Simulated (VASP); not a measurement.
# Li2GeN (I4/mmm) in VASP: relaxation of cell and atoms with PBE

Aim: the relaxation of cell and atoms of Li2GeN with PBE.

Program: VASP 6.6.1. These are calculated values, not measurements. Logs are shortened: lines on timing, memory, paths and dates and some standing lists are left out, and cuts for length are marked.

**1. The cell of the first run**

The structure is tetragonal, space group I4/mmm (No. 139). Conventional cell: a = 7.490 Å, b = 7.490 Å, c = 4.250 Å, α = 90.00°, β = 90.00°, γ = 90.00°. Within 2.6 Å of Li (site symmetry m2m) lie 1 N at 1.96 Å and 2 Ge at 2.08 Å. Within 2.8 Å of Ge (site symmetry -4m2) lie 4 Li at 2.08 Å and 2 Ge at 2.13 Å. Within 2.6 Å of N (site symmetry 4/mmm) lie 4 Li at 1.96 Å and 2 N at 2.13 Å. Within 2.9 Å of N (site symmetry 4/mmm) lie 2 N at 2.13 Å and 8 Li at 2.89 Å.

The cell was generated, and may not be a known phase.

**2. Relaxation of cell and atoms, PBE**

INCAR

```
PREC = Accurate
ENCUT = 750
EDIFF = 1E-7
ISMEAR = 0
SIGMA = 0.2
LREAL = F
LASPH = T
NELM = 120
ALGO = Normal
ISIF = 3
LWAVE = F
LCHARG = F
GGA = PE
IBRION = 2
NSW = 36
EDIFFG = -0.08
GGA_COMPAT = F
NELMIN = 4
```

KPOINTS

```
regular mesh
0
Gamma
  4 4 4
```

POSCAR

```
Li2GeN
1.0
   -3.7447866400      3.7447866400      2.1250458800
    3.7447866400     -3.7447866400      2.1250458800
    3.7447866400      3.7447866400     -2.1250458800
Li Ge N
4 2 2
Direct
    0.0000000000      0.7387034200      0.7387034200
    0.0000000000      0.2612965800      0.2612965800
    0.7387034200      0.0000000000      0.7387034200
    0.2612965800      0.0000000000      0.2612965800
    0.7500000000      0.2500000000      0.5000000000
    0.2500000000      0.7500000000      0.5000000000
    0.0000000000      0.0000000000      0.0000000000
    0.5000000000      0.5000000000      0.0000000000
```

Potentials or basis: VASP PAW PBE potentials, release 64 (Li_sv, Ge_d, N).

Command:

```sh
$ cat potpaw_PBE.64/Li_sv/POTCAR potpaw_PBE.64/Ge_d/POTCAR potpaw_PBE.64/N/POTCAR > POTCAR
$ mpirun -np 1 vasp_std > vasp.out
```

OUTCAR:

```text
PREC = Accurate
   ENCUT = 750
   EDIFF = 1E-7
   ISMEAR = 0
   LREAL = F
   LASPH = T
   NELM = 120
   ISIF = 3
   GGA = PE
   IBRION = 2
   NSW = 36
   EDIFFG = -0.08
   NELMIN = 4

 ion  position               nearest neighbor table
   1  0.000  0.739  0.739-   7 1.96   6 2.08   5 2.08
   2  0.000  0.261  0.261-   7 1.96   6 2.08   5 2.08
   3  0.739  0.000  0.739-   7 1.96   6 2.08   5 2.08
   4  0.261  0.000  0.261-   7 1.96   6 2.08   5 2.08
   5  0.750  0.250  0.500-   1 2.08   2 2.08   3 2.08   4 2.08   6 2.13   6 2.13
   6  0.250  0.750  0.500-   1 2.08   2 2.08   3 2.08   4 2.08   5 2.13   5 2.13
   7  0.000  0.000  0.000-   1 1.96   2 1.96   3 1.96   4 1.96
   8  0.500  0.500  0.000-

  LATTYP: Found a body centered tetragonal cell.
 ALAT       =     7.4895732800
 C/A-ratio  =     0.5674678117

  Lattice vectors:

 A1 = (  -3.7447866400,   3.7447866400,   2.1250458800)
 A2 = (   3.7447866400,  -3.7447866400,   2.1250458800)
 A3 = (   3.7447866400,   3.7447866400,  -2.1250458800)

Analysis of symmetry for initial positions (statically):
=====================================================================
 Subroutine PRICEL returns:
 Original cell was already a primitive cell.

 Routine SETGRP: Setting up the symmetry group for a
 body centered tetragonal supercell.

 Subroutine GETGRP returns: Found 16 space group operations
 (whereof 16 operations were pure point group operations)
 out of a pool of 16 trial point group operations.

The static configuration has the point symmetry D_4h.

Analysis of symmetry for dynamics (positions and initial velocities):
=====================================================================
 Subroutine PRICEL returns:
 Original cell was already a primitive cell.

 Routine SETGRP: Setting up the symmetry group for a
 body centered tetragonal supercell.

 Subroutine GETGRP returns: Found 16 space group operations
 (whereof 16 operations were pure point group operations)
 out of a pool of 16 trial point group operations.

The dynamic configuration has the point symmetry D_4h.

 Subroutine INISYM returns: Found 16 space group operations
 (whereof 16 operations are pure point group operations),
 and found     1 'primitive' translations

----------------------------------------------------------------------------------------

                                     Primitive cell

  volume of cell :     119.2017

  direct lattice vectors                    reciprocal lattice vectors
    -3.744786640  3.744786640  2.125045880     0.000000000  0.133518955  0.235289038
     3.744786640 -3.744786640  2.125045880     0.133518955  0.000000000  0.235289038
     3.744786640  3.744786640 -2.125045880     0.133518955  0.133518955  0.000000000

  length of vectors
     5.706371347  5.706371347  5.706371347     0.270533256  0.270533256  0.188824317

  position of ions in fractional coordinates (direct lattice)
     0.000000000  0.738703420  0.738703420
     0.000000000  0.261296580  0.261296580
     0.738703420  0.000000000  0.738703420
     0.261296580  0.000000000  0.261296580
     0.750000000  0.250000000  0.500000000
     0.250000000  0.750000000  0.500000000
     0.000000000  0.000000000  0.000000000
     0.500000000  0.500000000  0.000000000

  ion indices of the primitive-cell ions
   primitive index   ion index
                 1           1
                 2           2
                 3           3
                 4           4
                 5           5
                 6           6
                 7           7
                 8           8

----------------------------------------------------------------------------------------

 KPOINTS: regular mesh

Automatic generation of k-mesh.
 Grid dimensions read from file:
 generate k-points for:    4    4    4

 Generating k-lattice:

  Cartesian coordinates                     Fractional coordinates (reciprocal lattice)
     0.000000000  0.033379739  0.058822259     0.250000000  0.000000000 -0.000000000
     0.033379739  0.000000000  0.058822259     0.000000000  0.250000000 -0.000000000
     0.033379739  0.033379739  0.000000000     0.000000000  0.000000000  0.250000000

  Length of vectors
     0.067633314  0.067633314  0.047206079

  Shift w.r.t. Gamma in fractional coordinates (k-lattice)
     0.000000000  0.000000000  0.000000000

 Subroutine IBZKPT returns following result:
 ===========================================

 Found     13 irreducible k-points:

 Following reciprocal coordinates:
            Coordinates               Weight
  0.000000  0.000000  0.000000      1.000000
  0.250000  0.000000 -0.000000      8.000000
  0.500000  0.000000 -0.000000      4.000000
  0.250000  0.250000 -0.000000      8.000000
  0.500000  0.250000 -0.000000     16.000000
 -0.250000  0.250000  0.000000      4.000000
  0.500000  0.500000 -0.000000      2.000000
  0.250000  0.250000  0.250000      2.000000
 -0.250000  0.250000  0.250000      4.000000
  0.500000  0.500000  0.250000      4.000000
 -0.250000  0.500000  0.250000      8.000000
 -0.250000 -0.250000  0.250000      2.000000
  0.500000  0.500000  0.500000      1.000000
   k-points           NKPTS =     13   k-points in BZ     NKDIM =     13   number of bands    NBANDS=     30
   number of dos      NEDOS =    301   number of ions     NIONS =      8
   total plane-waves  NPLWV = 157464
   dimension x,y,z NGX =    54 NGY =   54 NGZ =   54
   dimension x,y,z NGXF=   108 NGYF=  108 NGZF=  108
   ions per type =               4   2   2
   NGX,Y,Z   is equivalent  to a cutoff of  15.73, 15.73, 15.73 a.u.
   NGXF,Y,Z  is equivalent  to a cutoff of  31.46, 31.46, 31.46 a.u.
 SYSTEM =  unknown system
   PREC   = accura    normal or accurate (medium, high low for compatibility)
   ISTART =      0    job   : 0-new  1-cont  2-samecut
   ICHARG =      2    charge: 1-file 2-atom 10-const
   ISPIN  =      1    spin polarized calculation?
   LNONCOLLINEAR =      F non collinear calculations
   LSORBIT =      F    spin-orbit coupling
   LASPH  =      T    aspherical Exc in radial PAW
   ENCUT  =  750.0 eV  55.12 Ry    7.42 a.u.  12.74 12.74 12.74*2*pi/ulx,y,z
   NELM   =    120;   NELMIN=  4; NELMDL= -5     # of ELM steps
   EDIFF  = 0.1E-06   stopping-criterion for ELM
   LREAL  =      F    real-space projection
   EDIFFG = -.8E-01   stopping-criterion for IOM
   NSW    =     36    number of steps for IOM
   IBRION =      2    ionic relax: 0-MD 1-quasi-New 2-CG
   NFREE  =      1    steps in history (QN), initial steepest desc. (CG)
   ISIF   =      3    stress and relaxation
   ISYM   =      2    0-nonsym 1-usesym 2-fastsym
   POTIM  = 0.5000    time-step for ionic-motion
   TEBEG  =    0.0;   TEEND  =   0.0 temperature during run
   PSTRESS=    0.0 pullay stress
   NELECT =      50.0000    total number of electrons
   NUPDOWN=      -1.0000    fix difference up-down
   EMIN   =  10.00;   EMAX   =-10.00  energy-range for DOS
   EFERMI =   0.00;   METHOD = LEGACY
   ISMEAR =     0;   SIGMA  =   0.20  broadening in eV -4-tet -1-fermi 0-gaus
   EFERMI_NEDOS =   21; number of points for ismear=-14 and -15
   IALGO  =     38    algorithm
   IMIX   =      4    mixing-type and parameters
     AMIX     =   0.40;   BMIX     =  1.00
     AMIX_MAG =   1.60;   BMIX_MAG =  1.00
  volume/ion in A,a.u.               =      14.90       100.55
  Fermi-wavevector in a.u.,A,eV,Ry     =   1.225474  2.315810 20.433038  1.501786
  Thomas-Fermi vector in A             =   2.360510
   LORBIT       =      0    0 simple, 1 ext, 2 COOP (PROOUT), +10 PAW based schemes
   GGA     = PE    functional components
   LHFCALC =     F    Hartree Fock is set to
   AEXX    =    0.0000 exact exchange contribution
   IVDW    =     0    specifies the selected vdW correction
   LEPSILON=     F    determine dielectric tensor
   LRPA    =     F    only Hartree local field effects (RPA)
 conjugate gradient relaxation of ions
 non-spin polarized calculation
 Gauss-broadening in eV      SIGMA  =   0.20
  energy-cutoff  :      750.00
  volume of cell :      119.20
 maximum number of plane-waves:      5578
 NGX is ok and might be reduce to    54
   NGX = 25   NGY = 25   NGZ = 25

--------------------------------------- Ionic step        1  -------------------------------------------

 number of electron      50.0000005 magnetization

 Free energy of the ion-electron system (eV)
  ---------------------------------------------------
  ext. energy  EPLUGINS =         0.00000000
  ---------------------------------------------------
  free energy    TOTEN  =       -22.39907666 eV

  energy without entropy =      -22.34957186  energy(sigma->0) =      -22.37432426

 E-fermi :   2.6047     XC(G=0):  -8.7848

 val. band max:        2.4318289397   @ k =  -0.2500  -0.2500   0.2500
 cond. band min:       2.7302777053   @ k =  -0.2500  -0.2500   0.2500
 fundamental gap:      0.2984487656
 Fermi energy:         2.6046804271

 k-point     1 :       0.0000    0.0000    0.0000
  band No.  band energies     occupation
      1     -43.1322      2.00000
      2     -43.1158      2.00000
      3     -43.1158      2.00000
      4     -43.1039      2.00000
      5     -23.3346      2.00000
      6     -22.8079      2.00000
[... 537 lines left out ...]
  FREE ENERGIE OF THE ION-ELECTRON SYSTEM (eV)
  ---------------------------------------------------
  free  energy   TOTEN  =       -27.2880764360 eV

  energy  without entropy=      -27.1298650453  energy(sigma->0) =      -27.20897074

[... ionic steps 4 to 8 ...]

--------------------------------------- Ionic step        9  -------------------------------------------

 number of electron      50.0000022 magnetization

------------------------ aborting loop because EDIFF is reached ----------------------------------------

  FORCE on cell =-STRESS in cart. coord.  units (eV):
  Direction    XX          YY          ZZ          XY          YZ          ZX
  --------------------------------------------------------------------------------------
  -------------------------------------------------------------------------------------
  Total        0.3394831      0.3394831      0.2980959      0.0000000      0.0000000     -0.0000000
  in kB        3.2026002      3.2026002      2.8121640      0.0000000      0.0000000     -0.0000000
  external PRESSURE =       3.0724548 kB  Pullay stress =       0.0000000 kB
[... 69 lines left out ...]
  energy  without entropy=      -27.8024661757  energy(sigma->0) =      -27.83246403

--------------------------------------- Ionic step       11  -------------------------------------------

 number of electron      49.9999993 magnetization

 Free energy of the ion-electron system (eV)
  ---------------------------------------------------
  ext. energy  EPLUGINS =         0.00000000
  ---------------------------------------------------
  free energy    TOTEN  =       -27.86882445 eV

  energy without entropy =      -27.80570934  energy(sigma->0) =      -27.83726689

 E-fermi :   1.0479     XC(G=0):  -7.2756

 val. band max:        0.8824885254   @ k =  -0.2500   0.5000   0.2500
 cond. band min:       1.0998630094   @ k =  -0.2500  -0.2500   0.2500
 fundamental gap:      0.2173744840
 Fermi energy:         1.0478733981

 k-point     1 :       0.0000    0.0000    0.0000
  band No.  band energies     occupation
      1     -45.0192      2.00000
      2     -45.0040      2.00000
      3     -45.0040      2.00000
      4     -44.9899      2.00000
      5     -24.6892      2.00000
      6     -24.2027      2.00000
[... 453 lines left out ...]
  FREE ENERGIE OF THE ION-ELECTRON SYSTEM (eV)
  ---------------------------------------------------
  free  energy   TOTEN  =       -27.8688244507 eV

  energy  without entropy=      -27.8057093353  energy(sigma->0) =      -27.83726689

 reached required accuracy - stopping structural energy minimisation
```

Run time: 48 min. Hardware: 1 thread of Intel Xeon 8259CL, shared host; peak memory 0.47 GiB.

Results:

```
Free energy                           : -27.8688 eV
Relaxed volume                        : 21.70 Å³/atom
Relaxed cell                          : a = 6.690 Å, b = 6.690 Å, c = 6.690 Å, α = 96.02°, β = 96.02°, γ = 142.21°
Space group after relaxing (to 0.1 Å) : I4/mmm (No. 139)
Energy gained by relaxing             : 683.7 meV/atom
Ionic steps                           : 11
Pressure after relaxing               : 0.1 GPa
Largest force after relaxing          : 0.026 eV/Å
Band gap on the k mesh                : zero (bands 25 and 26 overlap by 1.31 eV)
```

Forces in eV/Å, atoms in the order of the input:
```
Li  -0.026  0.000  0.000
Li   0.026  0.000  0.000
Li   0.000 -0.026  0.000
Li   0.000  0.026  0.000
Ge   0.000  0.000  0.000
Ge   0.000  0.000  0.000
N    0.000  0.000  0.000
N    0.000  0.000  0.000
```

Step by step:
| step | energy change (eV) | largest force (eV/Å) | pressure (GPa) | volume (Å³) |
| --- | --- | --- | --- | --- |
| 1 | 0.0000 | 5.2032 | 20.29 | 119.20 |
| 2 | -4.7415 | 0.7363 | 1.46 | 154.78 |
| 3 | -4.8890 | 0.3577 | 0.40 | 161.06 |
| 4 | -4.9214 | 0.2751 | -0.86 | 174.13 |
| 5 | -4.9443 | 0.0807 | -0.53 | 169.59 |
| 6 | -5.3405 | 0.0912 | -0.62 | 169.92 |
| 7 | -5.4535 | 0.1714 | 0.20 | 169.85 |
| 8 | -5.4549 | 0.1838 | 0.37 | 169.82 |
| 9 | -5.4549 | 0.1793 | 0.31 | 169.83 |
| 10 | -5.4634 | 0.1107 | 0.21 | 171.08 |
| 11 | -5.4697 | 0.0265 | 0.05 | 173.64 |

Final structure:
```cif
data_structure
_symmetry_space_group_name_H-M 'P 1'
_symmetry_Int_Tables_number 1
_cell_length_a 6.6905
_cell_length_b 6.6905
_cell_length_c 6.6905
_cell_angle_alpha 96.021
_cell_angle_beta 96.021
_cell_angle_gamma 142.206
_cell_volume 173.64
loop_
_atom_site_label
_atom_site_type_symbol
_atom_site_fract_x
_atom_site_fract_y
_atom_site_fract_z
_atom_site_occupancy
Li1 Li 0.00000 0.78903 0.78903 1
Li2 Li 0.00000 0.21097 0.21097 1
Li3 Li 0.78903 0.00000 0.78903 1
Li4 Li 0.21097 0.00000 0.21097 1
Ge1 Ge 0.75000 0.25000 0.50000 1
Ge2 Ge 0.25000 0.75000 0.50000 1
N1 N 0.00000 0.00000 0.00000 1
N2 N 0.50000 0.50000 0.00000 1
```

Levels at points of the mesh, in eV from the Fermi level:
```csv
k point,band 23,band 24,band 25,band 26,band 27,band 28
"(0.00, 0.00, 0.00)",-2.63,-2.63,0.37,0.37,0.97,0.99
"(0.50, 0.00, 0.00)",-1.42,-1.10,-0.91,-0.34,0.11,0.29
"(0.50, 0.50, 0.00)",-2.76,-2.66,0.28,0.30,1.74,2.73
"(0.50, 0.50, 0.50)",-2.53,-2.53,0.38,0.38,3.04,3.44
```

Caveat: the k points lie up to 0.40 Å⁻¹ apart in the final cell, too coarse for converged energies and pressures of a metal; the volume moved by over 15 % at a fixed basis, so the end points are rough.

The gap in the log of VASP goes by the Fermi energy; the results here count the filled bands.